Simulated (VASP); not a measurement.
# HfO2 (Fm-3m) in VASP: notebook, part 3 of 3

VASP 6.6.1.

## 5. Single point, PBEsol

This run uses another cell than the first one, of 11.15 Å³/atom, 1.041 times its volume.

File INCAR:

```
ALGO     = Normal         # electronic algorithm
EDIFF    = 1E-6           # SCF threshold, eV
ENCUT    = 520            # plane-wave cutoff, eV
GGA      = PS             # functional
ISIF     = 2              # what is computed and relaxed
ISMEAR   = 0              # smearing method
LASPH    = True           # aspherical terms in the spheres
LCHARG   = False          # write CHGCAR
LREAL    = False          # projectors in reciprocal space
LWAVE    = False          # write WAVECAR
NBANDS   = 18             # bands
NELM     = 80             # most SCF steps
PREC     = Accurate       # precision mode
SIGMA    = 0.1            # smearing width, eV
```

File KPOINTS:

```
k-points
0
Gamma
  6 6 6
```

File POSCAR:

```
HfO2
1.0
    0.0000000000      2.5575000000      2.5575000000
    2.5575000000      0.0000000000      2.5575000000
    2.5575000000      2.5575000000      0.0000000000
Hf O
1 2
Direct
    0.0000000000      0.0000000000      0.0000000000
    0.2500000000      0.2500000000      0.2500000000
    0.7500000000      0.7500000000      0.7500000000
```

On the command line:

```bash
$ cat potpaw_PBE.64/Hf_pv/POTCAR potpaw_PBE.64/O/POTCAR > POTCAR
$ mpirun -np 1 vasp_std > vasp.out
```

It took 5.5 s on 1 thread of Intel Xeon 6975P-C (Granite Rapids), shared host; peak memory 0.15 GiB.

It converged, with:

```yaml
Free_energy: -31.5586 eV
Pressure: -13.5 GPa
Band_gap_on_the_k_mesh: 3.60 eV, direct
```

Levels at points of the mesh, in eV from the valence-band top:
```
           k point  band 7  band 8  band 9  band 10  band 11  band 12  band 13  band 14  band 15  band 16
(0.00, 0.00, 0.00)   -5.24   -5.24   -0.60    -0.60    -0.60     3.72     3.72     5.44    10.09    10.09
(0.50, 0.00, 0.00)   -4.23   -3.05   -2.72    -1.82    -1.82     4.43     4.43     6.71     8.75     9.08
(0.50, 0.50, 0.00)   -3.44   -3.44   -1.50    -1.50     0.00     3.60     5.29     6.36     7.90     7.90
```

Caveat: the PAW data sets were made with another functional, which shifts forces and pressure a little; spin-orbit coupling is left out, which moves the levels of the heavy elements.

## 6. Overview

```tsv
task	cell	k mesh	cutoff (eV)	smearing	gap on the mesh (eV)	pressure (GPa)
single point	a = 3.569 Å, angles 60.0°, 3 atoms	6 × 6 × 6	520	gaussian 0.1 eV	3.71	-4.2
single point	a = 3.567 Å, angles 60.0°, 3 atoms	8 × 8 × 8	520	gaussian 0.02 eV	3.71	-3.7
relaxation of cell and atoms	relaxed from a = 3.569 Å, angles 60.0°, 3 atoms	8 × 8 × 8	600	gaussian 0.02 eV	3.75	0.0
single point	a = 3.617 Å, angles 60.0°, 3 atoms	6 × 6 × 6	520	gaussian 0.1 eV	3.60	-13.5
```

Alike in all rows: level PBEsol; potentials or basis VASP PAW PBE potentials, release 64 (Hf_pv, O); no spin polarisation.

Caveats: the PAW data sets were made with another functional, which shifts forces and pressure a little; spin-orbit coupling is left out, which moves the levels of the heavy elements.

Total energies depend on the potentials used, so only differences within one code and one set of settings carry meaning.
